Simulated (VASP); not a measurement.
# Zr2F (P4_2/nmc) in VASP: notebook, part 2 of 2

VASP 6.6.1. Earlier steps stand in the parts before.

## Step 3: Single point, PBE

This run uses another cell than the first one, of 18.85 Å³/atom, 1.207 times its volume.

The input, INCAR:

```
  PREC = Accurate
  ENCUT = 520
  EDIFF = 1E-7
  ISMEAR = 0
  SIGMA = 0.1
  LREAL = False
  LASPH = True
  NELM = 100
  ALGO = Normal
  ISIF = 2
  LWAVE = False
  LCHARG = True
  GGA = PE
  LELF = True
  LVHAR = True
  NBANDS = 40
```

The input, KPOINTS:

```
regular mesh
0
Gamma
  6 6 2
```

The input, POSCAR:

```
Zr2F
1.0
    3.1627866747      0.0000000000      0.0000000000
    0.0000000000      3.1627866747      0.0000000000
    0.0000000000      0.0000000000     11.3064973275
Zr F
4 2
Direct
    0.0000000000      0.5000000000      0.1560832302
    0.0000000000      0.5000000000      0.6560832302
    0.5000000000      0.0000000000      0.3439167698
    0.5000000000      0.0000000000      0.8439167698
    0.0000000000      0.0000000000      0.0000000000
    0.5000000000      0.5000000000      0.5000000000
```

Potentials or basis: VASP PAW PBE potentials, release 64 (Zr_sv, F).

Started as:

```
> cat potpaw_PBE.64/Zr_sv/POTCAR potpaw_PBE.64/F/POTCAR > POTCAR
> mpirun -np 1 vasp_std > vasp.out
```

OUTCAR:

```text
PREC = Accurate
   ENCUT = 520
   EDIFF = 1E-7
   ISMEAR = 0
   LREAL = False
   LASPH = True
   NELM = 100
   ISIF = 2
   GGA = PE

 ion  position               nearest neighbor table
   1  0.000  0.500  0.156-   5 2.37   5 2.37   3 3.08   3 3.08   3 3.08   3 3.08
   2  0.000  0.500  0.656-   6 2.37   6 2.37   4 3.08   4 3.08   4 3.08   4 3.08
   3  0.500  0.000  0.344-   6 2.37   6 2.37   1 3.08   1 3.08   1 3.08   1 3.08
   4  0.500  0.000  0.844-   5 2.37   5 2.37   2 3.08   2 3.08   2 3.08   2 3.08
   5  0.000  0.000  0.000-   1 2.37   4 2.37   1 2.37   4 2.37
   6  0.500  0.500  0.500-   2 2.37   3 2.37   3 2.37   2 2.37

  LATTYP: Found a simple tetragonal cell.
 ALAT       =     3.1627866747
 C/A-ratio  =     3.5748529668

  Lattice vectors:

 A1 = (   3.1627866747,   0.0000000000,   0.0000000000)
 A2 = (   0.0000000000,   3.1627866747,   0.0000000000)
 A3 = (   0.0000000000,   0.0000000000,  11.3064973275)

Analysis of symmetry for initial positions (statically):
=====================================================================
 Subroutine PRICEL returns:
 Original cell was already a primitive cell.

 Routine SETGRP: Setting up the symmetry group for a
 simple tetragonal supercell.

 Subroutine GETGRP returns: Found 16 space group operations
 (whereof  8 operations were pure point group operations)
 out of a pool of 16 trial point group operations.

The static configuration has the point symmetry D_2d.
 The point group associated with its full space group is D_4h.

Analysis of symmetry for dynamics (positions and initial velocities):
=====================================================================
 Subroutine PRICEL returns:
 Original cell was already a primitive cell.

 Routine SETGRP: Setting up the symmetry group for a
 simple tetragonal supercell.

 Subroutine GETGRP returns: Found 16 space group operations
 (whereof  8 operations were pure point group operations)
 out of a pool of 16 trial point group operations.

The dynamic configuration has the point symmetry D_2d.
 The point group associated with its full space group is D_4h.

 Subroutine INISYM returns: Found 16 space group operations
 (whereof  8 operations are pure point group operations),
 and found     1 'primitive' translations

----------------------------------------------------------------------------------------

                                     Primitive cell

  volume of cell :     113.1014

  direct lattice vectors                    reciprocal lattice vectors
     3.162786675  0.000000000  0.000000000     0.316176873  0.000000000  0.000000000
     0.000000000  3.162786675  0.000000000     0.000000000  0.316176873  0.000000000
     0.000000000  0.000000000 11.306497328     0.000000000  0.000000000  0.088444721

  length of vectors
     3.162786675  3.162786675 11.306497328     0.316176873  0.316176873  0.088444721

  position of ions in fractional coordinates (direct lattice)
     0.000000000  0.500000000  0.156083230
     0.000000000  0.500000000  0.656083230
     0.500000000  0.000000000  0.343916770
     0.500000000  0.000000000  0.843916770
     0.000000000  0.000000000  0.000000000
     0.500000000  0.500000000  0.500000000
[... 33 lines left out ...]

 Found     20 irreducible k-points:

 Following reciprocal coordinates:
            Coordinates               Weight
  0.000000  0.000000  0.000000      1.000000
  0.166667  0.000000  0.000000      4.000000
  0.333333  0.000000  0.000000      4.000000
  0.500000  0.000000  0.000000      2.000000
  0.166667  0.166667  0.000000      4.000000
  0.333333  0.166667  0.000000      8.000000
[... 12 lines left out ...]
  0.500000  0.333333  0.500000      4.000000
  0.500000  0.500000  0.500000      1.000000
   k-points           NKPTS =     20   k-points in BZ     NKDIM =     20   number of bands    NBANDS=     40
   number of dos      NEDOS =    301   number of ions     NIONS =      6
   total plane-waves  NPLWV =  48384
   dimension x,y,z NGX =    24 NGY =   24 NGZ =   84
   dimension x,y,z NGXF=    48 NGYF=   48 NGZF=  168
   ions per type =               4   2
   NGX,Y,Z   is equivalent  to a cutoff of  12.62, 12.62, 12.35 a.u.
   NGXF,Y,Z  is equivalent  to a cutoff of  25.23, 25.23, 24.70 a.u.
 SYSTEM =  unknown system
   PREC   = accura    normal or accurate (medium, high low for compatibility)
   ISTART =      0    job   : 0-new  1-cont  2-samecut
   ICHARG =      2    charge: 1-file 2-atom 10-const
   ISPIN  =      1    spin polarized calculation?
   LNONCOLLINEAR =      F non collinear calculations
   LSORBIT =      F    spin-orbit coupling
   LASPH  =      T    aspherical Exc in radial PAW
   ENCUT  =  520.0 eV  38.22 Ry    6.18 a.u.   5.88  5.88 21.02*2*pi/ulx,y,z
   NELM   =    100;   NELMIN=  2; NELMDL= -5     # of ELM steps
   EDIFF  = 0.1E-06   stopping-criterion for ELM
   LREAL  =      F    real-space projection
   EDIFFG = 0.1E-05   stopping-criterion for IOM
   NSW    =      0    number of steps for IOM
   IBRION =     -1    ionic relax: 0-MD 1-quasi-New 2-CG
   NFREE  =      0    steps in history (QN), initial steepest desc. (CG)
   ISIF   =      2    stress and relaxation
   ISYM   =      2    0-nonsym 1-usesym 2-fastsym
   POTIM  = 0.5000    time-step for ionic-motion
   TEBEG  =    0.0;   TEEND  =   0.0 temperature during run
   PSTRESS=    0.0 pullay stress
   NELECT =      62.0000    total number of electrons
   NUPDOWN=      -1.0000    fix difference up-down
   EMIN   =  10.00;   EMAX   =-10.00  energy-range for DOS
   EFERMI =   0.00;   METHOD = LEGACY
   ISMEAR =     0;   SIGMA  =   0.10  broadening in eV -4-tet -1-fermi 0-gaus
   EFERMI_NEDOS =   21; number of points for ismear=-14 and -15
   IALGO  =     38    algorithm
   IMIX   =      4    mixing-type and parameters
     AMIX     =   0.40;   BMIX     =  1.00
     AMIX_MAG =   1.60;   BMIX_MAG =  1.00
  volume/ion in A,a.u.               =      18.85       127.21
  Fermi-wavevector in a.u.,A,eV,Ry     =   1.339829  2.531910 24.424393  1.795142
  Thomas-Fermi vector in A             =   2.468190
   LORBIT       =      0    0 simple, 1 ext, 2 COOP (PROOUT), +10 PAW based schemes
   GGA     = PE    functional components
   LHFCALC =     F    Hartree Fock is set to
   AEXX    =    0.0000 exact exchange contribution
   IVDW    =     0    specifies the selected vdW correction
   LEPSILON=     F    determine dielectric tensor
   LRPA    =     F    only Hartree local field effects (RPA)
 non-spin polarized calculation
 Gauss-broadening in eV      SIGMA  =   0.10
  energy-cutoff  :      520.00
  volume of cell :      113.10
 maximum number of plane-waves:      3104
 NGX is ok and might be reduce to    24
   NGX = 11   NGY = 11   NGZ = 43

 number of electron      61.9999982 magnetization

 Free energy of the ion-electron system (eV)
  ---------------------------------------------------
  ext. energy  EPLUGINS =         0.00000000
  ---------------------------------------------------
  free energy    TOTEN  =       -45.66436413 eV

  energy without entropy =      -45.64799502  energy(sigma->0) =      -45.65617957

 E-fermi :   8.3291     XC(G=0): -10.7499

 val. band max:        8.2343383938   @ k =   0.1667   0.1667   0.0000
 cond. band min:       8.3685995951   @ k =   0.0000   0.0000   0.5000
 fundamental gap:      0.1342612013
 Fermi energy:         8.3291435501

 k-point     1 :       0.0000    0.0000    0.0000
  band No.  band energies     occupation
      1     -40.8222      2.00000
      2     -40.8173      2.00000
      3     -40.6836      2.00000
      4     -40.6785      2.00000
      5     -19.6889      2.00000
      6     -19.3286      2.00000
[... 849 lines left out ...]
     39      12.1449      0.00000
     40      12.1449      0.00000

------------------------ aborting loop because EDIFF is reached ----------------------------------------

  FORCE on cell =-STRESS in cart. coord.  units (eV):
  Direction    XX          YY          ZZ          XY          YZ          ZX
  --------------------------------------------------------------------------------------
  -------------------------------------------------------------------------------------
  Total       -0.0415225     -0.0415225      0.1288860      0.0000000      0.0000000      0.0000000
  in kB       -0.5882013     -0.5882013      1.8257802      0.0000000      0.0000000      0.0000000
  external PRESSURE =       0.2164592 kB  Pullay stress =       0.0000000 kB

 VOLUME and BASIS-vectors are now :
 -----------------------------------------------------------------------------
  energy-cutoff  :      520.00
  volume of cell :      113.10
      direct lattice vectors                 reciprocal lattice vectors
     3.162786675  0.000000000  0.000000000     0.316176873  0.000000000  0.000000000
     0.000000000  3.162786675  0.000000000     0.000000000  0.316176873  0.000000000
     0.000000000  0.000000000 11.306497328     0.000000000  0.000000000  0.088444721

 POSITION                                       TOTAL-FORCE (eV/Angst)
 -----------------------------------------------------------------------------------
      0.00000      1.58139      1.76475         0.000000      0.000000      0.018961
      0.00000      1.58139      7.41800         0.000000      0.000000      0.018961
      1.58139      0.00000      3.88849         0.000000      0.000000     -0.018961
      1.58139      0.00000      9.54174        -0.000000      0.000000     -0.018961
      0.00000      0.00000      0.00000         0.000000     -0.000000      0.000000
      1.58139      1.58139      5.65325         0.000000      0.000000      0.000000
 -----------------------------------------------------------------------------------
    total drift:                                0.000000      0.000000      0.000000

  FREE ENERGIE OF THE ION-ELECTRON SYSTEM (eV)
  ---------------------------------------------------
  free  energy   TOTEN  =       -45.6643641298 eV

  energy  without entropy=      -45.6479950185  energy(sigma->0) =      -45.65617957
```

Run time: 2.1 min. Hardware: 1 thread of Oxide Virtual Turin-like, shared host; peak memory 0.21 GiB.

Results:

* Free energy: -45.6644 eV
* Pressure: 0.0 GPa
* Largest force: 0.019 eV/Å
* Band gap on the k mesh: zero (band 31 reaches 8.67 eV, above the bottom of band 32 at 7.23 eV)

Forces in eV/Å, atoms in the order of the input:
```
Zr   0.000  0.000  0.019
Zr   0.000  0.000  0.019
Zr   0.000  0.000 -0.019
Zr   0.000  0.000 -0.019
F    0.000  0.000  0.000
F    0.000  0.000  0.000
```

## Step 4: Relaxation of cell and atoms, PBE

The input, INCAR:

```
SYSTEM = Zr2F
ALGO = Normal
EDIFF = 1E-6
EDIFFG = -0.04
ENCUT = 600
GGA = PE
IBRION = 2
ISIF = 3
ISMEAR = 0
LASPH = .True.
LCHARG = .False.
LREAL = .False.
LWAVE = .False.
NELM = 60
NSW = 90
PREC = Accurate
SIGMA = 0.1
```

The input, KPOINTS:

```
k-points
0
Gamma
  6 6 2
  0 0 0
```

The input, POSCAR:

```
Zr2F
1.0
    3.1913073550      0.0000000000      0.0000000000
    0.0000000000      3.1913073550      0.0000000000
    0.0000000000      0.0000000000      9.2030403994
Zr F
4 2
Direct
    0.0000000000      0.5000000000      0.1250000000
    0.0000000000      0.5000000000      0.6250000000
    0.5000000000      0.0000000000      0.3750000000
    0.5000000000      0.0000000000      0.8750000000
    0.0000000000      0.0000000000      0.0000000000
    0.5000000000      0.5000000000      0.5000000000
```

Started as:

```
> cat potpaw_PBE.64/Zr_sv/POTCAR potpaw_PBE.64/F/POTCAR > POTCAR
> mpirun -np 1 vasp_std > vasp.out
```

It took 23 min on 1 thread of Oxide Virtual Turin-like, shared host; peak memory 0.24 GiB.

It converged, with:

| Item | Value |
| --- | --- |
| Free energy | -45.6188 eV |
| Relaxed volume | 18.81 Å³/atom |
| Relaxed cell | a = 3.171 Å, b = 3.171 Å, c = 11.218 Å, α = 90.00°, β = 90.00°, γ = 90.00° |
| Space group after relaxing (to 0.05 Å) | P4_2/nmc (No. 137) |
| Energy gained by relaxing | 784.3 meV/atom |
| Ionic steps | 15 |
| Pressure after relaxing | 0.0 GPa |
| Band gap on the k mesh | zero (band 31 reaches 8.72 eV, above the bottom of band 32 at 7.27 eV) |

Stress tensor (GPa, compression positive):
```
-0.05  0.00  0.00
 0.00 -0.05  0.00
 0.00  0.00  0.18
```

Step by step:
```tsv
step	energy change (eV)	largest force (eV/Å)	pressure (GPa)	volume (Å³)
1	0.0000	4.8971	44.60	93.73
2	-0.0693	0.4820	-19.32	165.96
3	-3.7234	0.9144	-5.12	122.06
4	-3.7516	1.0163	-3.44	119.95
5	-3.7558	1.0903	-2.25	118.58
6	-4.1166	0.8019	-0.71	115.71
7	-4.4888	0.0016	3.73	110.25
8	-4.4984	0.4274	5.99	108.30
9	-4.6388	0.5539	3.20	110.61
10	-4.6451	0.6845	0.86	112.91
11	-4.6581	0.6327	1.76	111.99
12	-4.6956	0.2917	0.28	113.05
13	-4.7028	0.0700	-0.68	113.78
14	-4.7053	0.0291	-0.28	113.23
15	-4.7059	0.0001	0.02	112.83
```

Final structure:
```xyz
6
Lattice="3.1714 0.0000 0.0000 0.0000 3.1714 0.0000 0.0000 0.0000 11.2182" Properties=species:S:1:pos:R:3 pbc="T T T"
Zr    3.1714    1.5857    1.7479
Zr    3.1714    1.5857    7.3570
Zr    1.5857    0.0000    3.8612
Zr    1.5857    0.0000    9.4703
F     0.0000    0.0000    0.0000
F     1.5857    1.5857    5.6091
```

Levels at points of the mesh, in eV from the Fermi level:
```
           k point  band 29  band 30  band 31  band 32  band 33  band 34
(0.00, 0.00, 0.00)    -2.15    -1.42    -0.50     0.58     0.68     1.53
(0.50, 0.00, 0.00)     0.15     0.15     0.37     0.37     0.96     0.96
(0.50, 0.50, 0.00)    -1.58    -1.58    -0.90    -0.90     1.32     1.32
(0.00, 0.00, 0.50)    -1.88    -1.88     0.09     0.09     1.37     1.37
(0.50, 0.00, 0.50)     0.16     0.16     0.37     0.37     1.05     1.05
(0.50, 0.50, 0.50)    -1.47    -1.47    -1.08    -1.08     1.57     1.57
```

Caveat: the volume moved by over 15 % at a fixed basis, so the end points are rough.

## Step 5: Single point, PBE

This run uses another cell than the first one, of 18.84 Å³/atom, 1.206 times its volume.

The input, INCAR:

```
SYSTEM = Zr2F
PREC = Accurate
ENCUT = 520
EDIFF = 1E-7
ISMEAR = 0
SIGMA = 0.1
LREAL = .FALSE.
LASPH = .TRUE.
NELM = 60
ALGO = Normal
ISIF = 2
LWAVE = .FALSE.
LCHARG = .TRUE.
GGA = PE
LELF = .TRUE.
LVHAR = .TRUE.
NBANDS = 40
```

The input, KPOINTS:

```
Automatic mesh
0
G
  12 12 4
  0 0 0
```

The input, POSCAR:

```
Zr2F
1.0
    3.1666732716      0.0000000000      0.0000000000
    0.0000000000      3.1666732716      0.0000000000
    0.0000000000      0.0000000000     11.2734279899
Zr F
4 2
Direct
    0.0000000000      0.5000000000      0.1549229170
    0.0000000000      0.5000000000      0.6549229170
    0.5000000000      0.0000000000      0.3450770830
    0.5000000000      0.0000000000      0.8450770830
    0.0000000000      0.0000000000      0.0000000000
    0.5000000000      0.5000000000      0.5000000000
```

Started as:

```
> cat potpaw_PBE.64/Zr_sv/POTCAR potpaw_PBE.64/F/POTCAR > POTCAR
> mpirun -np 1 vasp_std > vasp.out
```

It took 8.6 min on 1 thread of Oxide Virtual Turin-like, shared host; peak memory 0.36 GiB.

It converged, with:

```
Free energy            : -45.6482 eV
Pressure               : 0.0 GPa
Largest force          : 0.015 eV/Å
Band gap on the k mesh : zero (band 31 reaches 8.80 eV, above the bottom of band 32 at 7.27 eV)
```

Forces in eV/Å, atoms in the order of the input:
```
Zr   0.000  0.000  0.015
Zr   0.000  0.000  0.015
Zr   0.000  0.000 -0.015
Zr   0.000  0.000 -0.015
F    0.000  0.000  0.000
F    0.000  0.000  0.000
```

Levels at points of the mesh, in eV from the Fermi level:
| k point | band 28 | band 29 | band 30 | band 31 | band 32 | band 33 | band 34 | band 35 |
| --- | --- | --- | --- | --- | --- | --- | --- | --- |
| (0.00, 0.00, 0.00) | -2.66 | -2.06 | -1.32 | -0.48 | 0.59 | 0.76 | 1.64 | 1.64 |
| (0.50, 0.00, 0.00) | -1.51 | 0.19 | 0.19 | 0.39 | 0.39 | 1.04 | 1.04 | 1.31 |
| (0.50, 0.50, 0.00) | -1.87 | -1.50 | -1.50 | -0.81 | -0.81 | 1.39 | 1.39 | 3.63 |
| (0.00, 0.00, 0.50) | -2.67 | -1.79 | -1.79 | 0.11 | 0.11 | 1.42 | 1.42 | 1.68 |
| (0.50, 0.00, 0.50) | -1.59 | 0.20 | 0.20 | 0.40 | 0.40 | 1.12 | 1.12 | 1.20 |
| (0.50, 0.50, 0.50) | -2.01 | -1.39 | -1.39 | -0.99 | -0.99 | 1.65 | 1.65 | 3.22 |

## Step 6: The runs side by side

```tsv
task	cell	k mesh	cutoff (eV)	gap on the mesh (eV)	pressure (GPa)	largest force (eV/Å)
single point	a = 3.191, b = 3.191, c = 9.203 Å, 6 atoms	6 × 6 × 2	520	none	44.7	4.90
single point	a = 3.163, b = 3.163, c = 11.306 Å, 6 atoms	6 × 6 × 2	520	none	0.0	0.02
relaxation of cell and atoms	relaxed from a = 3.191, b = 3.191, c = 9.203 Å, 6 atoms	6 × 6 × 2	600	none	0.0	-
single point	a = 3.167, b = 3.167, c = 11.273 Å, 6 atoms	12 × 12 × 4	520	none	0.0	0.02
```

Alike in all rows: level PBE; potentials or basis VASP PAW PBE potentials, release 64 (Zr_sv, F); no spin polarisation; smearing gaussian 0.1 eV.

Caveats: forces of over 1 eV/Å act on the atoms, so gaps and moduli don't describe the material at rest (some runs); the volume moved by over 15 % at a fixed basis, so the end points are rough (some runs).

Absolute energies hang on the potentials; compare differences alone.
